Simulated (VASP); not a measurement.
# Al3N in VASP: relaxation of the atoms with PBE

Aim: the relaxation of the atoms of Al3N with PBE.

Everything below comes from runs of VASP 6.6.1. Logs are shortened: lines on timing, memory, paths and dates and some standing lists are left out, and cuts for length are marked.

**1. The cell of the first run**

The cell holds a slab with vacuum, 4 atoms: a = 2.857 Å, b = 2.857 Å, c = 20.102 Å, α = 90.00°, β = 90.00°, γ = 120.00°.

**2. Relaxation of the atoms, PBE**

The input, INCAR:

```
SYSTEM = Al3N
ALGO = Normal ; DIPOL = 0.5 0.5 0.352
EDIFF = 1E-6 ; EDIFFG = -0.025
ENCUT = 520 ; GGA = PE
IBRION = 2 ; IDIPOL = 3
ISIF = 2 ; ISMEAR = 0
LASPH = .True. ; LCHARG = .False.
LDIPOL = .True. ; LREAL = .False.
LWAVE = .False. ; NELM = 80
NSW = 36 ; PREC = Accurate
SIGMA = 0.1
```

The input, KPOINTS:

```
k-points
0
Gamma
  9 9 1
  0 0 0
```

The input, POSCAR:

```
Al3N
1.0
    2.8571514048      0.0000000000      0.0000000000
   -1.4285757024      2.4743656990      0.0000000000
    0.0000000000      0.0000000000     20.1016425018
Al N
3 1
Selective dynamics
Direct
    0.6666666667      0.3333333333      0.1989887145  F F F
    0.3333333333      0.6666666667      0.3134533094  F F F
    0.0000000000      0.0000000000      0.4279074459  F F F
    0.6666666667      0.3333333333      0.4668361138  F F T
```

Potentials or basis: VASP PAW PBE potentials, release 64 (Al, N).

Started as:

```bash
$ cat potpaw_PBE.64/Al/POTCAR potpaw_PBE.64/N/POTCAR > POTCAR
$ mpirun -np 1 vasp_std > vasp.out
```

OUTCAR:

```text
SYSTEM = Al3N
   EDIFF = 1E-6
   EDIFFG = -0.025
   ENCUT = 520
   GGA = PE
   IBRION = 2
   ISIF = 2
   ISMEAR = 0
   LASPH = .True.
   LREAL = .False.
   NELM = 80
   NSW = 36
   PREC = Accurate

 ion  position               nearest neighbor table
   1  0.667  0.333  0.199-   2 2.83   2 2.83   2 2.83
   2  0.333  0.667  0.313-   3 2.83   3 2.83   3 2.83   1 2.83   1 2.83   1 2.83
   3  0.000  0.000  0.428-   4 1.83   4 1.83   4 1.83   2 2.83   2 2.83   2 2.83
   4  0.667  0.333  0.467-   3 1.83   3 1.83   3 1.83

  LATTYP: Found a hexagonal cell.
 ALAT       =     2.8571514048
 C/A-ratio  =     7.0355538275

  Lattice vectors:

 A1 = (   2.8571514048,   0.0000000000,   0.0000000000)
 A2 = (  -1.4285757024,   2.4743656990,   0.0000000000)
 A3 = (   0.0000000000,   0.0000000000,  20.1016425018)

Analysis of symmetry for initial positions (statically):
=====================================================================
 Subroutine PRICEL returns:
 Original cell was already a primitive cell.

 Routine SETGRP: Setting up the symmetry group for a
 hexagonal supercell.

 Subroutine GETGRP returns: Found  6 space group operations
 (whereof  6 operations were pure point group operations)
 out of a pool of 24 trial point group operations.

The static configuration has the point symmetry C_3v.

Analysis of symmetry for dynamics (positions and initial velocities):
=====================================================================
 Subroutine PRICEL returns:
 Original cell was already a primitive cell.

 Routine SETGRP: Setting up the symmetry group for a
 hexagonal supercell.

 Subroutine GETGRP returns: Found  6 space group operations
 (whereof  6 operations were pure point group operations)
 out of a pool of 24 trial point group operations.

The dynamic configuration has the point symmetry C_3v.

Analysis of constrained symmetry for selective dynamics:
=====================================================================
 Subroutine PRICEL returns:
 Original cell was already a primitive cell.

 Routine SETGRP: Setting up the symmetry group for a
 hexagonal supercell.

 Subroutine GETGRP returns: Found  6 space group operations
 (whereof  6 operations were pure point group operations)
 out of a pool of 24 trial point group operations.

The constrained configuration has the point symmetry C_3v.

 Subroutine INISYM returns: Found  6 space group operations
 (whereof  6 operations are pure point group operations),
 and found     1 'primitive' translations

----------------------------------------------------------------------------------------

                                     Primitive cell

  volume of cell :     142.1113

  direct lattice vectors                    reciprocal lattice vectors
     2.857151405  0.000000000  0.000000000     0.349998953  0.202071990  0.000000000
    -1.428575702  2.474365699  0.000000000     0.000000000  0.404143979  0.000000000
     0.000000000  0.000000000 20.101642502     0.000000000  0.000000000  0.049747179

  length of vectors
     2.857151405  2.857151405 20.101642502     0.404143979  0.404143979  0.049747179

  position of ions in fractional coordinates (direct lattice)
     0.666666667  0.333333333  0.198988714
     0.333333333  0.666666667  0.313453309
     0.000000000  0.000000000  0.427907446
     0.666666667  0.333333333  0.466836114

  ion indices of the primitive-cell ions
   primitive index   ion index
                 1           1
                 2           2
                 3           3
                 4           4

----------------------------------------------------------------------------------------

 KPOINTS: k-points

Automatic generation of k-mesh.
 Grid dimensions read from file:
 generate k-points for:    9    9    1

 Generating k-lattice:

  Cartesian coordinates                     Fractional coordinates (reciprocal lattice)
     0.038888773  0.022452443  0.000000000     0.111111111  0.000000000  0.000000000
     0.000000000  0.044904887  0.000000000     0.000000000  0.111111111  0.000000000
     0.000000000  0.000000000  0.049747179     0.000000000  0.000000000  1.000000000

  Length of vectors
     0.044904887  0.044904887  0.049747179

  Shift w.r.t. Gamma in fractional coordinates (k-lattice)
     0.000000000  0.000000000  0.000000000

 Subroutine IBZKPT returns following result:
 ===========================================

 Found     12 irreducible k-points:

 Following reciprocal coordinates:
            Coordinates               Weight
  0.000000  0.000000  0.000000      1.000000
  0.111111 -0.000000  0.000000      6.000000
  0.222222 -0.000000  0.000000      6.000000
  0.333333 -0.000000  0.000000      6.000000
  0.444444 -0.000000  0.000000      6.000000
  0.111111  0.111111  0.000000      6.000000
  0.222222  0.111111  0.000000     12.000000
  0.333333  0.111111  0.000000     12.000000
  0.444444  0.111111  0.000000      6.000000
  0.222222  0.222222  0.000000      6.000000
  0.333333  0.222222  0.000000     12.000000
  0.333333  0.333333  0.000000      2.000000
   k-points           NKPTS =     12   k-points in BZ     NKDIM =     12   number of bands    NBANDS=     11
   number of dos      NEDOS =    301   number of ions     NIONS =      4
   total plane-waves  NPLWV =  86400
   dimension x,y,z NGX =    24 NGY =   24 NGZ =  150
   dimension x,y,z NGXF=    48 NGYF=   48 NGZF=  300
   ions per type =               3   1
   NGX,Y,Z   is equivalent  to a cutoff of  13.96, 13.96, 12.41 a.u.
   NGXF,Y,Z  is equivalent  to a cutoff of  27.93, 27.93, 24.81 a.u.
 SYSTEM =  Al3N
   PREC   = accura    normal or accurate (medium, high low for compatibility)
   ISTART =      0    job   : 0-new  1-cont  2-samecut
   ICHARG =      2    charge: 1-file 2-atom 10-const
   ISPIN  =      1    spin polarized calculation?
   LNONCOLLINEAR =      F non collinear calculations
   LSORBIT =      F    spin-orbit coupling
   LASPH  =      T    aspherical Exc in radial PAW
   ENCUT  =  520.0 eV  38.22 Ry    6.18 a.u.   5.31  5.31 37.38*2*pi/ulx,y,z
   NELM   =     80;   NELMIN=  2; NELMDL= -5     # of ELM steps
   EDIFF  = 0.1E-05   stopping-criterion for ELM
   LREAL  =      F    real-space projection
   EDIFFG = -.3E-01   stopping-criterion for IOM
   NSW    =     36    number of steps for IOM
   IBRION =      2    ionic relax: 0-MD 1-quasi-New 2-CG
   NFREE  =      1    steps in history (QN), initial steepest desc. (CG)
   ISIF   =      2    stress and relaxation
   ISYM   =      2    0-nonsym 1-usesym 2-fastsym
   POTIM  = 0.5000    time-step for ionic-motion
   TEBEG  =    0.0;   TEEND  =   0.0 temperature during run
   PSTRESS=    0.0 pullay stress
   NELECT =      14.0000    total number of electrons
   NUPDOWN=      -1.0000    fix difference up-down
   EMIN   =  10.00;   EMAX   =-10.00  energy-range for DOS
   EFERMI =   0.00;   METHOD = LEGACY
   ISMEAR =     0;   SIGMA  =   0.10  broadening in eV -4-tet -1-fermi 0-gaus
   EFERMI_NEDOS =   21; number of points for ismear=-14 and -15
   IALGO  =     38    algorithm
   IMIX   =      4    mixing-type and parameters
     AMIX     =   0.40;   BMIX     =  1.00
     AMIX_MAG =   1.60;   BMIX_MAG =  1.00
  volume/ion in A,a.u.               =      35.53       239.75
  Fermi-wavevector in a.u.,A,eV,Ry     =   0.756092  1.428807  7.778111  0.571675
  Thomas-Fermi vector in A             =   1.854134
   LORBIT       =      0    0 simple, 1 ext, 2 COOP (PROOUT), +10 PAW based schemes
   GGA     = PE    functional components
   LHFCALC =     F    Hartree Fock is set to
   AEXX    =    0.0000 exact exchange contribution
   IVDW    =     0    specifies the selected vdW correction
   LEPSILON=     F    determine dielectric tensor
   LRPA    =     F    only Hartree local field effects (RPA)
 conjugate gradient relaxation of ions
 non-spin polarized calculation
 Gauss-broadening in eV      SIGMA  =   0.10
  energy-cutoff  :      520.00
  volume of cell :      142.11
 maximum number of plane-waves:      3849
 NGX is ok and might be reduce to    24
   NGX = 11   NGY = 11   NGZ = 75

 dipolmoment           0.000000      0.000000     -0.031576 electrons x Angstroem

--------------------------------------- Ionic step        1  -------------------------------------------

 number of electron      13.9999999 magnetization

 Free energy of the ion-electron system (eV)
  ---------------------------------------------------
  ext. energy  EPLUGINS =         0.00000000
  ---------------------------------------------------
  free energy    TOTEN  =       -18.91229076 eV

  energy without entropy =      -18.90713567  energy(sigma->0) =      -18.90971321

------------------------ aborting loop because EDIFF is reached ----------------------------------------

  FORCE on cell =-STRESS in cart. coord.  units (eV):
  Direction    XX          YY          ZZ          XY          YZ          ZX
  --------------------------------------------------------------------------------------
  -------------------------------------------------------------------------------------
  Total        3.6018192      3.6018192      1.4514227      0.0000000     -0.0000000      0.0000000
  in kB       40.6072708     40.6072708     16.3634850      0.0000000     -0.0000000      0.0000000
  external PRESSURE =      32.5260089 kB  Pullay stress =       0.0000000 kB
[... 101 lines left out ...]
--------------------------------------- Ionic step        4  -------------------------------------------

 number of electron      13.9999999 magnetization

 dipolmoment           0.000000      0.000000      0.080892 electrons x Angstroem

 Free energy of the ion-electron system (eV)
  ---------------------------------------------------
  ext. energy  EPLUGINS =         0.00000000
  ---------------------------------------------------
  free energy    TOTEN  =       -19.32793117 eV

  energy without entropy =      -19.31402482  energy(sigma->0) =      -19.32097800

 E-fermi :  -0.4888     XC(G=0):  -4.6418

 val. band max:       -0.4913084311   @ k =   0.2222   0.1111   0.0000
 cond. band min:      -0.3274734020   @ k =   0.3333   0.2222   0.0000
 fundamental gap:      0.1638350292
 Fermi energy:        -0.4887835959

 k-point     1 :       0.0000    0.0000    0.0000
  band No.  band energies     occupation
      1     -16.0806      2.00000
      2     -10.7907      2.00000
      3      -8.1140      2.00000
      4      -4.8437      2.00000
      5      -1.9086      2.00000
      6      -1.5170      2.00000
      7      -1.5170      2.00000
      8       1.5802      0.00000
      9       3.7189      0.00000
     10       5.2572      0.00000
     11       5.5233      0.00000
[... 142 lines left out ...]
  band No.  band energies     occupation
      1     -13.7274      2.00000
      2      -5.6499      2.00000
      3      -5.2188      2.00000
      4      -3.3135      2.00000
      5      -2.9574      2.00000
      6      -2.9397      2.00000
      7      -1.7347      2.00000
      8      -0.6704      1.98978
      9      -0.0585      0.00000
     10       0.9572      0.00000
     11       3.2677      0.00000

------------------------ aborting loop because EDIFF is reached ----------------------------------------

 vacuum level on the upper side and lower side of the slab       (xc-potential included)         0.994        -1.042

  FORCE on cell =-STRESS in cart. coord.  units (eV):
  Direction    XX          YY          ZZ          XY          YZ          ZX
  --------------------------------------------------------------------------------------
  -------------------------------------------------------------------------------------
  Total        8.8581478      8.8581478      3.6568593      0.0000000      0.0000000      0.0000000
  in kB       99.8676466     99.8676466     41.2277988      0.0000000      0.0000000      0.0000000
  external PRESSURE =      80.3210307 kB  Pullay stress =       0.0000000 kB
[... 19 lines left out ...]
  FREE ENERGIE OF THE ION-ELECTRON SYSTEM (eV)
  ---------------------------------------------------
  free  energy   TOTEN  =       -19.3279311685 eV

  energy  without entropy=      -19.3140248216  energy(sigma->0) =      -19.32097800

 reached required accuracy - stopping structural energy minimisation

 vacuum level on the upper side and lower side of the slab         5.812         3.726
```

Wall time 84 s (1 thread of AMD EPYC 9R45 (Zen 5), shared host); peak memory 0.24 GiB.

Results:

```yaml
Free_energy: -19.3279 eV
Energy_gained_by_relaxing: 103.9 meV/atom
Ionic_steps: 4
Band_gap_on_the_k_mesh: zero (bands 7 and 8 overlap by 0.54 eV)
```

The path:
```tsv
step	energy change (eV)	largest force on free atoms (eV/Å)	pressure (GPa)
1	0.0000	2.1134	3.25
2	-0.1866	1.6580	4.68
3	-0.4047	0.3658	8.68
4	-0.4156	0.0218	8.03
```

Final structure:
```
CELL_PARAMETERS angstrom
2.85715 0.00000 0.00000
-1.42858 2.47437 0.00000
0.00000 0.00000 20.10164
ATOMIC_POSITIONS crystal
Al 0.66667 0.33333 0.19899
Al 0.33333 0.66667 0.31345
Al 0.00000 0.00000 0.42791
N 0.66667 0.33333 0.44930
```
